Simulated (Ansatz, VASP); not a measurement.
# Two plane-wave programs on GaN

```xyz
2
Lattice="0.0000 2.0767 2.0767 2.0767 0.0000 2.0767 2.0767 2.0767 0.0000" Properties=species:S:1:pos:R:3 pbc="T T T"
Ga    0.0000    0.0000    0.0000
N     2.0767    2.0767    2.0767
```

Alike in both runs: task single point; functional PBE; k mesh 14 × 14 × 14; occupations gaussian, width 0.05 eV; no spin polarisation.

|  | VASP | Ansatz |
| --- | --- | --- |
| version | VASP 6.6.1 | Ansatz 0.2.0 |
| potentials or method | VASP PAW PBE potentials, release 64 (Ga_d, N), cutoff 520 eV | scalar-relativistic, plane waves, PAW |
| valence electrons in the cell | 18 | 18 |

Ansatz gave:

```
gap on the k mesh at the Fermi level (eV) : 0.94
least direct gap on the mesh (eV)         : 3.42
pressure (GPa)                            : 20.7
```

**Question.** Which values does VASP return?

**Answer.** gap on the k mesh at the Fermi level (eV): 0.93; least direct gap on the mesh (eV): 3.43; pressure (GPa): 21.7.
